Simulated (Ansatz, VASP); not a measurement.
**Two plane-wave programs on CsH**

Contents of INCAR:

```
  PREC = Accurate
  ENCUT = 520
  EDIFF = 1E-6
  ISMEAR = 0
  SIGMA = 0.05
  LREAL = False
  LASPH = True
  NELM = 80
  ALGO = Normal
  ISIF = 2
  LWAVE = False
  LCHARG = False
  GGA = CA
  NBANDS = 12
```

KPOINTS

```
regular mesh
0
Gamma
  8 8 8
```

The input POSCAR:

```
CsH
1.0
    0.0000000000      2.9329600000      2.9329600000
    2.9329600000      0.0000000000      2.9329600000
    2.9329600000      2.9329600000      0.0000000000
Cs H
1 1
Direct
    0.0000000000      0.0000000000      0.0000000000
    0.5000000000      0.5000000000      0.5000000000
```

Input for Ansatz:

```yaml
crystal:
  lattice:
    - [0.0, 2.93296, 2.93296]
    - [2.93296, 0.0, 2.93296]
    - [2.93296, 2.93296, 0.0]
  atoms:
    - { symbol: Cs, position: [0.0, 0.0, 0.0] }
    - { symbol: H, position: [0.5, 0.5, 0.5] }
basis:
  ecutwfc: 420
kpoints:
  mp_grid: { grid: [8, 8, 8] }
hamiltonian:
  xc: lda
scf:
  occupations: { method: gaussian, width: 0.05 }
output:
  forces: true
  stress: true
  eigenvalues: true
```

Change from the starting cell: strain -0.080 along x and y, -0.080 along z, atoms carried along.

Alike in both runs: task single point; functional LDA; k mesh 8 × 8 × 8; occupations gaussian, width 0.05 eV; no spin polarisation.

|  | VASP | Ansatz |
| --- | --- | --- |
| version | VASP 6.6.1 | Ansatz 0.2.0 |
| potentials or method | VASP PAW LDA potentials, release 64 (Cs_sv, H), cutoff 520 eV | scalar-relativistic, plane waves, PAW |
| valence electrons in the cell | 10 | 10 |

VASP gave:

```
gap on the k mesh at the Fermi level (eV) : 1.49
least direct gap on the mesh (eV)         : 1.49
pressure (GPa)                            : 1.8
```

Problem. What did Ansatz give for the same quantities?

Solution. gap on the k mesh at the Fermi level (eV): 1.53; least direct gap on the mesh (eV): 1.53; pressure (GPa): 1.7.

LDA's correlation is that of Perdew and Zunger in VASP and of Perdew and Wang (1992) in Ansatz.

Neither program's run includes spin-orbit coupling.
